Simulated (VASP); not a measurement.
# GaN (Fm-3m) in VASP: further runs

The runs below take GaN through electric field gradients, with PBEsol.

Program: VASP 6.6.1. These are calculated values, not measurements. Logs are shortened: lines on timing, memory, paths and dates and some standing lists are left out, and cuts for length are marked.

**1. The cell of the first run**

It takes space group Fm-3m (No. 225, cubic). Conventional cell: a = 3.931 Å, b = 3.931 Å, c = 3.931 Å, α = 90.00°, β = 90.00°, γ = 90.00°. Ga (site symmetry m-3m) has 6 N at 1.97 Å within 2.6 Å. N (site symmetry m-3m) has 6 Ga at 1.97 Å within 2.6 Å.

**2. Electric field gradients, PBEsol (volume scaled by 0.96)**

INCAR reads:

```
PREC = Accurate
ENCUT = 520
EDIFF = 1E-8
ISMEAR = -1
SIGMA = 0.02
LREAL = False
LASPH = True
NELM = 100
ALGO = Normal
ISIF = 2
LWAVE = False
LCHARG = False
GGA = PS
LEFG = True
NBANDS = 16
```

KPOINTS reads:

```
regular mesh
0
Gamma
  10 10 10
```

POSCAR reads:

```
GaN
1.0
    0.0000000000      1.9655710232      1.9655710232
    1.9655710232      0.0000000000      1.9655710232
    1.9655710232      1.9655710232      0.0000000000
Ga N
1 1
Direct
    0.5000000000      0.5000000000      0.5000000000
    0.0000000000      0.0000000000      0.0000000000
```

Potentials or basis: VASP PAW PBE potentials, release 64 (Ga_d, N).

On the command line:

```bash
$ cat potpaw_PBE.64/Ga_d/POTCAR potpaw_PBE.64/N/POTCAR > POTCAR
$ mpirun -np 1 vasp_std > vasp.out
```

OUTCAR:

```text
PREC = Accurate
   ENCUT = 520
   EDIFF = 1E-8
   ISMEAR = -1
   LREAL = False
   LASPH = True
   NELM = 100
   ISIF = 2
   GGA = PS

 ion  position               nearest neighbor table
   1  0.500  0.500  0.500-   2 1.97   2 1.97   2 1.97   2 1.97   2 1.97   2 1.97
   2  0.000  0.000  0.000-   1 1.97   1 1.97   1 1.97   1 1.97   1 1.97   1 1.97

  LATTYP: Found a face centered cubic cell.
 ALAT       =     3.9311420464

  Lattice vectors:

 A1 = (   0.0000000000,   1.9655710232,   1.9655710232)
 A2 = (   1.9655710232,   0.0000000000,   1.9655710232)
 A3 = (   1.9655710232,   1.9655710232,   0.0000000000)

Analysis of symmetry for initial positions (statically):
=====================================================================
 Subroutine PRICEL returns:
 Original cell was already a primitive cell.

 Routine SETGRP: Setting up the symmetry group for a
 face centered cubic supercell.

 Subroutine GETGRP returns: Found 48 space group operations
 (whereof 48 operations were pure point group operations)
 out of a pool of 48 trial point group operations.

The static configuration has the point symmetry O_h .

Analysis of symmetry for dynamics (positions and initial velocities):
=====================================================================
 Subroutine PRICEL returns:
 Original cell was already a primitive cell.

 Routine SETGRP: Setting up the symmetry group for a
 face centered cubic supercell.

 Subroutine GETGRP returns: Found 48 space group operations
 (whereof 48 operations were pure point group operations)
 out of a pool of 48 trial point group operations.

The dynamic configuration has the point symmetry O_h .

 Subroutine INISYM returns: Found 48 space group operations
 (whereof 48 operations are pure point group operations),
 and found     1 'primitive' translations

----------------------------------------------------------------------------------------

                                     Primitive cell

  volume of cell :      15.1878

  direct lattice vectors                    reciprocal lattice vectors
     0.000000000  1.965571023  1.965571023    -0.254379004  0.254379004  0.254379004
     1.965571023  0.000000000  1.965571023     0.254379004 -0.254379004  0.254379004
     1.965571023  1.965571023  0.000000000     0.254379004  0.254379004 -0.254379004

  length of vectors
     2.779737199  2.779737199  2.779737199     0.440597360  0.440597360  0.440597360

  position of ions in fractional coordinates (direct lattice)
     0.500000000  0.500000000  0.500000000
     0.000000000  0.000000000  0.000000000

  ion indices of the primitive-cell ions
   primitive index   ion index
                 1           1
                 2           2

----------------------------------------------------------------------------------------

 KPOINTS: regular mesh

Automatic generation of k-mesh.
 Grid dimensions read from file:
 generate k-points for:   10   10   10

 Generating k-lattice:

  Cartesian coordinates                     Fractional coordinates (reciprocal lattice)
    -0.025437900  0.025437900  0.025437900     0.100000000  0.000000000  0.000000000
     0.025437900 -0.025437900  0.025437900     0.000000000  0.100000000  0.000000000
     0.025437900  0.025437900 -0.025437900     0.000000000  0.000000000  0.100000000

  Length of vectors
     0.044059736  0.044059736  0.044059736

  Shift w.r.t. Gamma in fractional coordinates (k-lattice)
     0.000000000  0.000000000  0.000000000

 Subroutine IBZKPT returns following result:
 ===========================================

 Found     47 irreducible k-points:

 Following reciprocal coordinates:
            Coordinates               Weight
  0.000000  0.000000  0.000000      1.000000
  0.100000  0.000000  0.000000      8.000000
  0.200000  0.000000  0.000000      8.000000
  0.300000  0.000000  0.000000      8.000000
  0.400000  0.000000  0.000000      8.000000
  0.500000  0.000000  0.000000      4.000000
[... 16 lines left out ...]
  0.300000  0.300000  0.000000      6.000000
  0.400000  0.300000  0.000000     24.000000
 [... further k-points ...]
   k-points           NKPTS =     47   k-points in BZ     NKDIM =     47   number of bands    NBANDS=     16
   number of dos      NEDOS =    301   number of ions     NIONS =      2
   total plane-waves  NPLWV =  13824
   dimension x,y,z NGX =    24 NGY =   24 NGZ =   24
   dimension x,y,z NGXF=    48 NGYF=   48 NGZF=   48
   ions per type =               1   1
   NGX,Y,Z   is equivalent  to a cutoff of  14.35, 14.35, 14.35 a.u.
   NGXF,Y,Z  is equivalent  to a cutoff of  28.71, 28.71, 28.71 a.u.
 SYSTEM =  unknown system
   PREC   = accura    normal or accurate (medium, high low for compatibility)
   ISTART =      0    job   : 0-new  1-cont  2-samecut
   ICHARG =      2    charge: 1-file 2-atom 10-const
   ISPIN  =      1    spin polarized calculation?
   LNONCOLLINEAR =      F non collinear calculations
   LSORBIT =      F    spin-orbit coupling
   LASPH  =      T    aspherical Exc in radial PAW
   ENCUT  =  520.0 eV  38.22 Ry    6.18 a.u.   5.17  5.17  5.17*2*pi/ulx,y,z
   NELM   =    100;   NELMIN=  2; NELMDL= -5     # of ELM steps
   EDIFF  = 0.1E-07   stopping-criterion for ELM
   LREAL  =      F    real-space projection
   EDIFFG = 0.1E-06   stopping-criterion for IOM
   NSW    =      0    number of steps for IOM
   IBRION =     -1    ionic relax: 0-MD 1-quasi-New 2-CG
   NFREE  =      0    steps in history (QN), initial steepest desc. (CG)
   ISIF   =      2    stress and relaxation
   ISYM   =      2    0-nonsym 1-usesym 2-fastsym
   POTIM  = 0.5000    time-step for ionic-motion
   TEBEG  =    0.0;   TEEND  =   0.0 temperature during run
   PSTRESS=    0.0 pullay stress
   NELECT =      18.0000    total number of electrons
   NUPDOWN=      -1.0000    fix difference up-down
   EMIN   =  10.00;   EMAX   =-10.00  energy-range for DOS
   EFERMI =   0.00;   METHOD = LEGACY
   ISMEAR =    -1;   SIGMA  =   0.02  broadening in eV -4-tet -1-fermi 0-gaus
   EFERMI_NEDOS =   21; number of points for ismear=-14 and -15
   IALGO  =     38    algorithm
   IMIX   =      4    mixing-type and parameters
     AMIX     =   0.40;   BMIX     =  1.00
     AMIX_MAG =   1.60;   BMIX_MAG =  1.00
  volume/ion in A,a.u.               =       7.59        51.25
  Fermi-wavevector in a.u.,A,eV,Ry     =   1.732475  3.273903 40.837464  3.001469
  Thomas-Fermi vector in A             =   2.806644
   LORBIT       =      0    0 simple, 1 ext, 2 COOP (PROOUT), +10 PAW based schemes
   GGA     = PS    functional components
   LHFCALC =     F    Hartree Fock is set to
   AEXX    =    0.0000 exact exchange contribution
   IVDW    =     0    specifies the selected vdW correction
   LEPSILON=     F    determine dielectric tensor
   LRPA    =     F    only Hartree local field effects (RPA)
 non-spin polarized calculation
  energy-cutoff  :      520.00
  volume of cell :       15.19
 maximum number of plane-waves:       423
 NGX is ok and might be reduce to    24
   NGX = 11   NGY = 11   NGZ = 11

 number of electron      17.9999996 magnetization

 Free energy of the ion-electron system (eV)
  ---------------------------------------------------
  ext. energy  EPLUGINS =         0.00000000
  ---------------------------------------------------
  free energy    TOTEN  =       -11.50608274 eV

  energy without entropy =      -11.50608274  energy(sigma->0) =      -11.50608274

 E-fermi :  11.3154     XC(G=0): -14.5818

 val. band max:       10.7991059382   @ k =  -0.2000   0.2000   0.0000
 cond. band min:      12.8250055373   @ k =   0.5000   0.5000   0.0000
 fundamental gap:      2.0258995991
 Fermi energy:        11.3154413313

 k-point     1 :       0.0000    0.0000    0.0000
  band No.  band energies     occupation
      1      -8.9747      2.00000
      2      -3.1847      2.00000
      3      -3.1847      2.00000
      4      -3.1847      2.00000
      5      -3.0132      2.00000
      6      -3.0132      2.00000
[... 8 lines left out ...]
     15      29.9166      0.00000
     16      29.9166      0.00000

 k-point     2 :       0.1000    0.0000    0.0000
  band No.  band energies     occupation
      1      -8.7326      2.00000
      2      -3.2069      2.00000
      3      -3.1698      2.00000
      4      -3.1698      2.00000
      5      -3.0410      2.00000
      6      -3.0410      2.00000
[... 8 lines left out ...]
     15      29.1373      0.00000
     16      29.1373      0.00000

 k-point     3 :       0.2000    0.0000    0.0000
  band No.  band energies     occupation
      1      -8.0260      2.00000
      2      -3.2709      2.00000
      3      -3.2321      2.00000
      4      -3.2321      2.00000
      5      -3.0095      2.00000
      6      -3.0095      2.00000
[... 8 lines left out ...]
     15      29.7638      0.00000
     16      29.7638      0.00000

 k-point     4 :       0.3000    0.0000    0.0000
  band No.  band energies     occupation
      1      -6.9264      2.00000
      2      -3.3802      2.00000
      3      -3.3723      2.00000
      4      -3.3723      2.00000
      5      -2.9018      2.00000
      6      -2.9018      2.00000
[... 8 lines left out ...]
     15      31.7562      0.00000
     16      31.7562      0.00000

 k-point     5 :       0.4000    0.0000    0.0000
  band No.  band energies     occupation
      1      -5.6272      2.00000
      2      -3.5846      2.00000
      3      -3.4887      2.00000
      4      -3.4887      2.00000
      5      -2.8071      2.00000
      6      -2.8071      2.00000
[... 8 lines left out ...]
     15      34.5295      0.00000
     16      34.5295      0.00000

 k-point     6 :       0.5000    0.0000    0.0000
  band No.  band energies     occupation
      1      -4.7856      2.00000
      2      -3.8700      2.00000
      3      -3.5329      2.00000
      4      -3.5329      2.00000
      5      -2.7702      2.00000
      6      -2.7702      2.00000
[... 8 lines left out ...]
     15      37.1751      0.00000
     16      37.1751      0.00000
[... 267 lines left out ...]
 k-point    21 :      -0.3000    0.2000    0.0000
  band No.  band energies     occupation
      1      -5.7848      2.00000
      2      -3.5780      2.00000
      3      -3.4051      2.00000
      4      -3.2785      2.00000
      5      -2.8903      2.00000
      6      -2.3593      2.00000
[... 8 lines left out ...]
     15      33.5118      0.00000
     16      34.7960      0.00000

 k-point    22 :      -0.2000    0.2000    0.0000
  band No.  band energies     occupation
      1      -6.6789      2.00000
      2      -3.4508      2.00000
      3      -3.3658      2.00000
      4      -3.3101      2.00000
      5      -2.9882      2.00000
      6      -2.6571      2.00000
[... 8 lines left out ...]
     15      32.6638      0.00000
     16      34.5950      0.00000

 k-point    23 :       0.3000    0.3000    0.0000
  band No.  band energies     occupation
      1      -6.7665      2.00000
      2      -3.4250      2.00000
      3      -3.0190      2.00000
      4      -2.8926      2.00000
      5      -2.8926      2.00000
      6      -2.8838      2.00000
[... 8 lines left out ...]
     15      37.6211      0.00000
     16      40.3361      0.00000

 k-point    24 :       0.4000    0.3000    0.0000
  band No.  band energies     occupation
      1      -6.3258      2.00000
      2      -3.4633      2.00000
      3      -2.9613      2.00000
      4      -2.9444      2.00000
      5      -2.7615      2.00000
      6      -2.2992      2.00000
[... 8 lines left out ...]
     15      38.5820      0.00000
     16      40.6602      0.00000

 [... further k-points ...]
[... 5 lines left out ...]
  --------------------------------------------------------------------------------------
  -------------------------------------------------------------------------------------
  Total        7.6238103      7.6238103      7.6238103      0.0000000      0.0000000      0.0000000
  in kB      804.2414346    804.2414346    804.2414346      0.0000000      0.0000000      0.0000000
  external PRESSURE =     804.2414346 kB  Pullay stress =       0.0000000 kB

 VOLUME and BASIS-vectors are now :
 -----------------------------------------------------------------------------
  energy-cutoff  :      520.00
  volume of cell :       15.19
      direct lattice vectors                 reciprocal lattice vectors
     0.000000000  1.965571023  1.965571023    -0.254379004  0.254379004  0.254379004
     1.965571023  0.000000000  1.965571023     0.254379004 -0.254379004  0.254379004
     1.965571023  1.965571023  0.000000000     0.254379004  0.254379004 -0.254379004

 POSITION                                       TOTAL-FORCE (eV/Angst)
 -----------------------------------------------------------------------------------
      1.96557      1.96557      1.96557         0.000000     -0.000000      0.000000
      0.00000      0.00000      0.00000        -0.000000      0.000000     -0.000000
 -----------------------------------------------------------------------------------
    total drift:                                0.000000     -0.000000      0.000000

  FREE ENERGIE OF THE ION-ELECTRON SYSTEM (eV)
  ---------------------------------------------------
  free  energy   TOTEN  =       -11.5060827402 eV

  energy  without entropy=      -11.5060827402  energy(sigma->0) =      -11.50608274

 Electric field gradients (V/A^2)
---------------------------------------------------------------------
 ion       V_xx      V_yy      V_zz      V_xy      V_xz      V_yz
---------------------------------------------------------------------
   1       0.000    -0.000    -0.000    -0.002    -0.002    -0.002
   2       0.000    -0.000    -0.000     0.000     0.000     0.000
---------------------------------------------------------------------

 Electric field gradients after diagonalization (V/A^2)
 (convention: |V_zz| > |V_xx| > |V_yy|)
----------------------------------------------------------------------
 ion       V_xx      V_yy      V_zz     asymmetry (V_yy - V_xx)/ V_zz
----------------------------------------------------------------------
   1       0.002     0.002    -0.003       0.000
   2      -0.000    -0.000     0.001       0.000
----------------------------------------------------------------------

           NMR quadrupolar parameters

 Cq : quadrupolar parameter    Cq=e*Q*V_zz/h
 eta: asymmetry parameters     (V_yy - V_xx)/ V_zz
 Q  : nuclear electric quadrupole moment in mb (millibarn)
----------------------------------------------------------------------
 ion       Cq(MHz)       eta       Q (mb)
----------------------------------------------------------------------
   1      -0.000       0.000       1.000
   2       0.000       0.000       1.000
----------------------------------------------------------------------
```

Run time: 17 s. Hardware: 1 thread of Intel Xeon 8259CL, shared host; peak memory 0.14 GiB.

Results:

| Property | Result |
| --- | --- |
| Free energy | -11.5061 eV |
| Pressure | 80.4 GPa |
| Band gap on the k mesh | 2.03 eV, indirect (least direct gap 5.67 eV) |

Caveat: without QUAD_EFG the Cq values of the log hold for a quadrupole moment of 1 mb, not for the nuclei; the PAW data sets were made with another functional, which shifts forces and pressure a little. A k mesh can miss the band edges.

(Part 1 of 3 ends here.)
